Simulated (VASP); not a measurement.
# Sn (Fd-3m) in VASP: notebook

Sn is run at these levels: PBEsol; tasks: single point.

Program: VASP 6.6.1. These are calculated values, not measurements. Logs are shortened: lines on timing, memory, paths and dates and some standing lists are left out, and cuts for length are marked.

## Step 1: The cell of the first run

It takes space group Fd-3m (No. 227, cubic). The conventional cell has a = 6.271 Å, b = 6.271 Å, c = 6.271 Å, α = 90.00°, β = 90.00°, γ = 90.00°. Sn (site symmetry -43m) has 4 Sn at 2.72 Å within 3.6 Å.

This isn't the form of Sn at room conditions, which is tetragonal (white tin).

## Step 2: Single point, PBEsol (30.83 Å³/atom)

The input, INCAR:

```
SYSTEM = Sn
PREC = Accurate
ENCUT = 520
EDIFF = 1E-6
ISMEAR = -1
SIGMA = 0.1
LREAL = .FALSE.
LASPH = .TRUE.
NELM = 100
ALGO = Normal
ISIF = 2
LWAVE = .FALSE.
LCHARG = .FALSE.
GGA = PS
NBANDS = 21
```

The input, KPOINTS:

```
Automatic mesh
0
G
  14 14 14
  0 0 0
```

The input, POSCAR:

```
Sn
1.0
    0.0000000000      3.1354737916      3.1354737916
    3.1354737916      0.0000000000      3.1354737916
    3.1354737916      3.1354737916      0.0000000000
Sn
2
Direct
    0.5000000000      0.5000000000      0.5000000000
    0.7500000000      0.7500000000      0.7500000000
```

Potentials or basis: VASP PAW PBE potentials, release 64 (Sn_d).

Command:

```sh
> cat potpaw_PBE.64/Sn_d/POTCAR > POTCAR
> mpirun -np 1 vasp_std > vasp.out
```

OUTCAR:

```text
SYSTEM = Sn
   PREC = Accurate
   ENCUT = 520
   EDIFF = 1E-6
   ISMEAR = -1
   LREAL = .FALSE.
   LASPH = .TRUE.
   NELM = 100
   ISIF = 2
   GGA = PS

 ion  position               nearest neighbor table
   1  0.500  0.500  0.500-   2 2.72   2 2.72   2 2.72   2 2.72
   2  0.750  0.750  0.750-   1 2.72   1 2.72   1 2.72   1 2.72

  LATTYP: Found a face centered cubic cell.
 ALAT       =     6.2709475832

  Lattice vectors:

 A1 = (   0.0000000000,   3.1354737916,   3.1354737916)
 A2 = (   3.1354737916,   0.0000000000,   3.1354737916)
 A3 = (   3.1354737916,   3.1354737916,   0.0000000000)

Analysis of symmetry for initial positions (statically):
=====================================================================
 Subroutine PRICEL returns:
 Original cell was already a primitive cell.

 Routine SETGRP: Setting up the symmetry group for a
 face centered cubic supercell.

 Subroutine GETGRP returns: Found 48 space group operations
 (whereof 24 operations were pure point group operations)
 out of a pool of 48 trial point group operations.

The static configuration has the point symmetry T_d .
 The point group associated with its full space group is O_h .

Analysis of symmetry for dynamics (positions and initial velocities):
=====================================================================
 Subroutine PRICEL returns:
 Original cell was already a primitive cell.

 Routine SETGRP: Setting up the symmetry group for a
 face centered cubic supercell.

 Subroutine GETGRP returns: Found 48 space group operations
 (whereof 24 operations were pure point group operations)
 out of a pool of 48 trial point group operations.

The dynamic configuration has the point symmetry T_d .
 The point group associated with its full space group is O_h .

 Subroutine INISYM returns: Found 48 space group operations
 (whereof 24 operations are pure point group operations),
 and found     1 'primitive' translations

----------------------------------------------------------------------------------------

                                     Primitive cell

  volume of cell :      61.6509

  direct lattice vectors                    reciprocal lattice vectors
     0.000000000  3.135473792  3.135473792    -0.159465533  0.159465533  0.159465533
     3.135473792  0.000000000  3.135473792     0.159465533 -0.159465533  0.159465533
     3.135473792  3.135473792  0.000000000     0.159465533  0.159465533 -0.159465533

  length of vectors
     4.434229561  4.434229561  4.434229561     0.276202406  0.276202406  0.276202406

  position of ions in fractional coordinates (direct lattice)
     0.500000000  0.500000000  0.500000000
     0.750000000  0.750000000  0.750000000

  ion indices of the primitive-cell ions
   primitive index   ion index
                 1           1
                 2           2

----------------------------------------------------------------------------------------

 KPOINTS: Automatic mesh

Automatic generation of k-mesh.
 Grid dimensions read from file:
 generate k-points for:   14   14   14

 Generating k-lattice:

  Cartesian coordinates                     Fractional coordinates (reciprocal lattice)
    -0.011390395  0.011390395  0.011390395     0.071428571  0.000000000  0.000000000
     0.011390395 -0.011390395  0.011390395     0.000000000  0.071428571  0.000000000
     0.011390395  0.011390395 -0.011390395     0.000000000  0.000000000  0.071428571

  Length of vectors
     0.019728743  0.019728743  0.019728743

  Shift w.r.t. Gamma in fractional coordinates (k-lattice)
     0.000000000  0.000000000  0.000000000

 Subroutine IBZKPT returns following result:
 ===========================================

 Found    104 irreducible k-points:

 Following reciprocal coordinates:
            Coordinates               Weight
  0.000000  0.000000  0.000000      1.000000
  0.071429  0.000000  0.000000      8.000000
  0.142857  0.000000  0.000000      8.000000
  0.214286  0.000000  0.000000      8.000000
  0.285714  0.000000  0.000000      8.000000
  0.357143  0.000000  0.000000      8.000000
[... 16 lines left out ...]
  0.214286  0.142857  0.000000     24.000000
  0.285714  0.142857  0.000000     24.000000
 [... further k-points ...]
   k-points           NKPTS =    104   k-points in BZ     NKDIM =    104   number of bands    NBANDS=     21
   number of dos      NEDOS =    301   number of ions     NIONS =      2
   total plane-waves  NPLWV =  46656
   dimension x,y,z NGX =    36 NGY =   36 NGZ =   36
   dimension x,y,z NGXF=    72 NGYF=   72 NGZF=   72
   ions per type =               2
   NGX,Y,Z   is equivalent  to a cutoff of  13.50, 13.50, 13.50 a.u.
   NGXF,Y,Z  is equivalent  to a cutoff of  26.99, 26.99, 26.99 a.u.
 SYSTEM =  Sn
   PREC   = accura    normal or accurate (medium, high low for compatibility)
   ISTART =      0    job   : 0-new  1-cont  2-samecut
   ICHARG =      2    charge: 1-file 2-atom 10-const
   ISPIN  =      1    spin polarized calculation?
   LNONCOLLINEAR =      F non collinear calculations
   LSORBIT =      F    spin-orbit coupling
   LASPH  =      T    aspherical Exc in radial PAW
   ENCUT  =  520.0 eV  38.22 Ry    6.18 a.u.   8.24  8.24  8.24*2*pi/ulx,y,z
   NELM   =    100;   NELMIN=  2; NELMDL= -5     # of ELM steps
   EDIFF  = 0.1E-05   stopping-criterion for ELM
   LREAL  =      F    real-space projection
   EDIFFG = 0.1E-04   stopping-criterion for IOM
   NSW    =      0    number of steps for IOM
   IBRION =     -1    ionic relax: 0-MD 1-quasi-New 2-CG
   NFREE  =      0    steps in history (QN), initial steepest desc. (CG)
   ISIF   =      2    stress and relaxation
   ISYM   =      2    0-nonsym 1-usesym 2-fastsym
   POTIM  = 0.5000    time-step for ionic-motion
   TEBEG  =    0.0;   TEEND  =   0.0 temperature during run
   PSTRESS=    0.0 pullay stress
   NELECT =      28.0000    total number of electrons
   NUPDOWN=      -1.0000    fix difference up-down
   EMIN   =  10.00;   EMAX   =-10.00  energy-range for DOS
   EFERMI =   0.00;   METHOD = LEGACY
   ISMEAR =    -1;   SIGMA  =   0.10  broadening in eV -4-tet -1-fermi 0-gaus
   EFERMI_NEDOS =   21; number of points for ismear=-14 and -15
   IALGO  =     38    algorithm
   IMIX   =      4    mixing-type and parameters
     AMIX     =   0.40;   BMIX     =  1.00
     AMIX_MAG =   1.60;   BMIX_MAG =  1.00
  volume/ion in A,a.u.               =      30.83       208.02
  Fermi-wavevector in a.u.,A,eV,Ry     =   1.258387  2.378007 21.545351  1.583539
  Thomas-Fermi vector in A             =   2.391999
   LORBIT       =      0    0 simple, 1 ext, 2 COOP (PROOUT), +10 PAW based schemes
   GGA     = PS    functional components
   LHFCALC =     F    Hartree Fock is set to
   AEXX    =    0.0000 exact exchange contribution
   IVDW    =     0    specifies the selected vdW correction
   LEPSILON=     F    determine dielectric tensor
   LRPA    =     F    only Hartree local field effects (RPA)
 non-spin polarized calculation
  energy-cutoff  :      520.00
  volume of cell :       61.65
 maximum number of plane-waves:      1678
 NGX is ok and might be reduce to    36
   NGX = 17   NGY = 17   NGZ = 17

 number of electron      27.9999994 magnetization

 Free energy of the ion-electron system (eV)
  ---------------------------------------------------
  ext. energy  EPLUGINS =         0.00000000
  ---------------------------------------------------
  free energy    TOTEN  =        -8.30585102 eV

  energy without entropy =       -8.30281350  energy(sigma->0) =       -8.30433226

 E-fermi :   6.7579     XC(G=0):  -9.5255

 val. band max:        6.7299272859   @ k =   0.0000   0.0000   0.0000
 cond. band min:       6.7985006973   @ k =   0.5000   0.0000   0.0000
 fundamental gap:      0.0685734115
 Fermi energy:         6.7578700256

 k-point     1 :       0.0000    0.0000    0.0000
  band No.  band energies     occupation
      1     -15.2017      2.00000
      2     -15.2017      2.00000
      3     -15.2017      2.00000
      4     -15.1256      2.00000
      5     -15.1256      2.00000
      6     -14.7180      2.00000
[... 13 lines left out ...]
     20      14.8723      0.00000
     21      14.8739      0.00000

 k-point     2 :       0.0714    0.0000    0.0000
  band No.  band energies     occupation
      1     -15.2076      2.00000
      2     -15.2076      2.00000
      3     -15.2002      2.00000
      4     -15.1176      2.00000
      5     -15.1176      2.00000
      6     -14.7289      2.00000
[... 13 lines left out ...]
     20      14.1771      0.00000
     21      14.1771      0.00000

 k-point     3 :       0.1429    0.0000    0.0000
  band No.  band energies     occupation
      1     -15.2196      2.00000
      2     -15.2196      2.00000
      3     -15.1958      2.00000
      4     -15.1000      2.00000
      5     -15.1000      2.00000
      6     -14.7464      2.00000
[... 13 lines left out ...]
     20      13.6875      0.00000
     21      13.6875      0.00000

 k-point     4 :       0.2143    0.0000    0.0000
  band No.  band energies     occupation
      1     -15.2311      2.00000
      2     -15.2311      2.00000
      3     -15.1893      2.00000
      4     -15.0807      2.00000
      5     -15.0807      2.00000
      6     -14.7626      2.00000
[... 13 lines left out ...]
     20      13.5181      0.00000
     21      13.5181      0.00000

 k-point     5 :       0.2857    0.0000    0.0000
  band No.  band energies     occupation
      1     -15.2397      2.00000
      2     -15.2397      2.00000
      3     -15.1820      2.00000
      4     -15.0644      2.00000
      5     -15.0644      2.00000
      6     -14.7750      2.00000
[... 13 lines left out ...]
     20      13.7449      0.00000
     21      13.7449      0.00000
[... 382 lines left out ...]
     20      13.5439      0.00000
     21      13.8810      0.00000

 k-point    22 :       0.1429    0.1429    0.0000
  band No.  band energies     occupation
      1     -15.2159      2.00000
      2     -15.2159      2.00000
      3     -15.2152      2.00000
      4     -15.1037      2.00000
      5     -15.0718      2.00000
      6     -14.7993      2.00000
[... 13 lines left out ...]
     20      12.9312      0.00000
     21      15.1033      0.00000

 k-point    23 :       0.2143    0.1429    0.0000
  band No.  band energies     occupation
      1     -15.2323      2.00000
      2     -15.2242      2.00000
      3     -15.2051      2.00000
      4     -15.0894      2.00000
      5     -15.0490      2.00000
      6     -14.8249      2.00000
[... 13 lines left out ...]
     20      13.6069      0.00000
     21      14.8338      0.00000

 k-point    24 :       0.2857    0.1429    0.0000
  band No.  band energies     occupation
      1     -15.2481      2.00000
      2     -15.2337      2.00000
      3     -15.1899      2.00000
      4     -15.0719      2.00000
      5     -15.0285      2.00000
      6     -14.8445      2.00000
[... 13 lines left out ...]
     20      14.0998      0.00000
     21      14.8029      0.00000

 [... further k-points ...]
[... 5 lines left out ...]
  --------------------------------------------------------------------------------------
  -------------------------------------------------------------------------------------
  Total        2.6924166      2.6924166      2.6924166      0.0000000     -0.0000000      0.0000000
  in kB       69.9702330     69.9702330     69.9702330      0.0000000     -0.0000000      0.0000000
  external PRESSURE =      69.9702330 kB  Pullay stress =       0.0000000 kB

 VOLUME and BASIS-vectors are now :
 -----------------------------------------------------------------------------
  energy-cutoff  :      520.00
  volume of cell :       61.65
      direct lattice vectors                 reciprocal lattice vectors
     0.000000000  3.135473792  3.135473792    -0.159465533  0.159465533  0.159465533
     3.135473792  0.000000000  3.135473792     0.159465533 -0.159465533  0.159465533
     3.135473792  3.135473792  0.000000000     0.159465533  0.159465533 -0.159465533

 POSITION                                       TOTAL-FORCE (eV/Angst)
 -----------------------------------------------------------------------------------
      3.13547      3.13547      3.13547        -0.000000     -0.000000     -0.000000
      4.70321      4.70321      4.70321         0.000000      0.000000      0.000000
 -----------------------------------------------------------------------------------
    total drift:                                0.000000      0.000000      0.000000

  FREE ENERGIE OF THE ION-ELECTRON SYSTEM (eV)
  ---------------------------------------------------
  free  energy   TOTEN  =        -8.3058510225 eV

  energy  without entropy=       -8.3028134977  energy(sigma->0) =       -8.30433226
```

Wall time 39 s (1 thread of Intel Xeon 6975P-C (Granite Rapids), shared host); peak memory 0.26 GiB.

Results:

```
Free energy            : -8.3059 eV
Pressure               : 7.0 GPa
Band gap on the k mesh : zero (filled and empty bands touch)
```

Levels at points of the mesh, in eV from the Fermi level:
```csv
k point,band 12,band 13,band 14,band 15,band 16,band 17
"(0.00, 0.00, 0.00)",-0.07,-0.03,-0.03,-0.03,2.04,2.04
"(0.50, 0.00, 0.00)",-6.88,-1.41,-1.41,0.04,3.13,3.13
"(0.50, 0.50, 0.00)",-8.03,-2.95,-2.95,0.51,0.51,8.26
```

Caveat: the cell stands under pressure; the PAW data sets were made with another functional, which shifts forces and pressure a little; spin-orbit coupling is left out, which moves the levels of the heavy elements.

## Step 3: Single point, PBEsol (32.23 Å³/atom)

This run uses another cell than the first one, of 32.23 Å³/atom.

The input, INCAR:

```
PREC = Accurate ; ENCUT = 520
EDIFF = 1E-6 ; ISMEAR = -1
SIGMA = 0.1 ; LREAL = F
LASPH = T ; NELM = 80
ALGO = Normal ; ISIF = 2
LWAVE = F ; LCHARG = F
GGA = PS ; NBANDS = 21
```

The input, KPOINTS:

```
Automatic mesh
0
Gamma
  14 14 14
```

The input, POSCAR:

```
Sn
1.0
    0.0000000000      3.1822788083      3.1822788083
    3.1822788083      0.0000000000      3.1822788083
    3.1822788083      3.1822788083      0.0000000000
Sn
2
Direct
    0.5000000000      0.5000000000      0.5000000000
    0.7500000000      0.7500000000      0.7500000000
```

Potentials or basis: VASP PAW PBE potentials, release 64 (Sn_d).

Command:

```sh
> cat potpaw_PBE.64/Sn_d/POTCAR > POTCAR
> mpirun -np 1 vasp_std > vasp.out
```

Run time: 40 s. Hardware: 1 thread of Intel Xeon 6975P-C (Granite Rapids), shared host; peak memory 0.27 GiB.

The run converged. Its results:

```
Free energy            : -8.4032 eV
Pressure               : 4.1 GPa
Band gap on the k mesh : zero (bands 14 and 15 overlap by 0.03 eV)
```

Levels at points of the mesh, in eV from the Fermi level:
```csv
k point,band 10,band 11,band 12,band 13,band 14,band 15,band 16,band 17,band 18,band 19
"(0.00, 0.00, 0.00)",-21.36,-11.12,-0.36,0.01,0.01,0.01,2.07,2.07,2.07,4.81
"(0.50, 0.00, 0.00)",-21.31,-9.37,-6.64,-1.30,-1.30,-0.02,3.15,3.15,5.39,8.59
"(0.50, 0.50, 0.00)",-21.28,-7.82,-7.82,-2.75,-2.75,0.60,0.60,8.00,8.00,9.59
```

Caveat: the cell stands under pressure; the PAW data sets were made with another functional, which shifts forces and pressure a little; spin-orbit coupling is left out, which moves the levels of the heavy elements.

## Step 4: Single point, PBEsol (33.63 Å³/atom)

This run uses another cell than the first one, of 33.63 Å³/atom.

The input, INCAR:

```
  PREC = Accurate
  ENCUT = 520
  EDIFF = 1E-6
  ISMEAR = -1
  SIGMA = 0.1
  LREAL = F
  LASPH = T
  NELM = 80
  ALGO = Normal
  ISIF = 2
  LWAVE = F
  LCHARG = T
  GGA = PS
  LELF = T
  LVHAR = T
  NBANDS = 21
```

The input, KPOINTS:

```
regular mesh
0
Gamma
  14 14 14
```

The input, POSCAR:

```
Sn
1.0
    0.0000000000      3.2277460770      3.2277460770
    3.2277460770      0.0000000000      3.2277460770
    3.2277460770      3.2277460770      0.0000000000
Sn
2
Direct
    0.5000000000      0.5000000000      0.5000000000
    0.7500000000      0.7500000000      0.7500000000
```

Command:

```sh
> cat potpaw_PBE.64/Sn_d/POTCAR > POTCAR
> mpirun -np 1 vasp_std > vasp.out
```

Wall time 42 s (1 thread of Intel Xeon 6975P-C (Granite Rapids), shared host); peak memory 0.27 GiB.

It converged, with:

```
Free energy            : -8.4541 eV
Pressure               : 1.7 GPa
Band gap on the k mesh : zero (bands 14 and 15 overlap by 0.12 eV)
```

Levels at points of the mesh, in eV from the Fermi level:
```tsv
k point	band 10	band 11	band 12	band 13	band 14	band 15	band 16	band 17	band 18	band 19
(0.00, 0.00, 0.00)	-21.29	-10.79	-0.64	0.03	0.03	0.03	2.10	2.10	2.10	4.82
(0.50, 0.00, 0.00)	-21.24	-9.13	-6.44	-1.20	-1.20	-0.08	3.17	3.17	5.46	8.42
(0.50, 0.50, 0.00)	-21.22	-7.64	-7.64	-2.57	-2.57	0.69	0.69	7.76	7.76	9.30
```

Caveat: the PAW data sets were made with another functional, which shifts forces and pressure a little; spin-orbit coupling is left out, which moves the levels of the heavy elements.

## Step 5: Overview

```csv
cell,gap on the mesh (eV),pressure (GPa)
"a = 4.434 Å, angles 60.0°, 2 atoms",none,7.0
"a = 4.500 Å, angles 60.0°, 2 atoms",none,4.1
"a = 4.565 Å, angles 60.0°, 2 atoms",none,1.7
```

Alike in all rows: task single point; level PBEsol; potentials or basis VASP PAW PBE potentials, release 64 (Sn_d); no spin polarisation; k mesh 14 × 14 × 14; cutoff (eV) 520; smearing fermi-dirac 0.1 eV.

Caveats: the PAW data sets were made with another functional, which shifts forces and pressure a little; spin-orbit coupling is left out, which moves the levels of the heavy elements; the cell stands under pressure (at least some runs).

Absolute energies hang on the potentials; compare differences alone.
